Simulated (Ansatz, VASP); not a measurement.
**Zr2H3: VASP beside Ansatz**

File INCAR:

```
SYSTEM = Zr2H3
PREC = Accurate
ENCUT = 600
EDIFF = 1E-7
ISMEAR = 0
SIGMA = 0.1
LREAL = .FALSE.
LASPH = .TRUE.
NELM = 80
ALGO = Normal
ISIF = 3
LWAVE = .FALSE.
LCHARG = .FALSE.
GGA = PE
IBRION = 2
NSW = 90
EDIFFG = -0.04
```

KPOINTS

```
Automatic mesh
0
G
  6 6 4
  0 0 0
```

File POSCAR:

```
Zr2H3
1.0
    4.0392758700      0.0000000000      0.0000000000
   -2.0196379300      3.4981155100      0.0000000000
    0.0000000000      0.0000000000      4.4816188300
Zr H
2 3
Direct
    0.3333333300      0.6666666700      0.0000000000
    0.6666666700      0.3333333300      0.0000000000
    0.3333333300      0.6666666700      0.5000000000
    0.6666666700      0.3333333300      0.5000000000
    0.0000000000      0.0000000000      0.5000000000
```

Input for Ansatz:

```yaml
crystal:
  lattice:
    - [4.03927587, 0.0, 0.0]
    - [-2.01963793, 3.49811551, 0.0]
    - [0.0, 0.0, 4.48161883]
  atoms:
    - { symbol: Zr, position: [0.33333333, 0.66666667, 0.0] }
    - { symbol: Zr, position: [0.66666667, 0.33333333, 0.0] }
    - { symbol: H, position: [0.33333333, 0.66666667, 0.5] }
    - { symbol: H, position: [0.66666667, 0.33333333, 0.5] }
    - { symbol: H, position: [0.0, 0.0, 0.5] }
basis:
  ecutwfc: 420
kpoints:
  mp_grid: { grid: [6, 6, 4] }
hamiltonian:
  xc: pbe
scf:
  occupations: { method: gaussian, width: 0.1 }
  lower_state_search: "off"
output:
  forces: true
  stress: true
  eigenvalues: true
relax:
  adjacent_minimum: "off"
  f_tol: 0.04
  max_steps: 70
  cell: { stress_tol: 0.4 }
```

Alike in both runs: task relaxation of cell and atoms; functional PBE; k mesh 6 × 6 × 4; occupations gaussian, width 0.1 eV; no spin polarisation.

```csv
,VASP,Ansatz
version,VASP 6.6.1,Ansatz 0.2.0
potentials or method,"VASP PAW PBE potentials, release 64 (Zr_sv, H), cutoff 600 eV","scalar-relativistic, plane waves, PAW"
valence electrons in the cell,27,27
```

VASP gave:

- gap on the k mesh at the Fermi level, each at its own relaxed structure (eV): none
- relaxed volume (Å³/atom): 16.63
- relaxed cell length with the largest relative difference (Å): 5.039

Problem. Estimate Ansatz's values.

Solution. gap on the k mesh at the Fermi level, each at its own relaxed structure (eV): none; relaxed volume (Å³/atom): 16.70; relaxed cell length with the largest relative difference (Å): 5.052.

A gap of «none» marks a metal or a gap that the smearing closes.

Noted on VASP's run: the volume moved by over 15 % at a fixed basis, so the end points are rough.
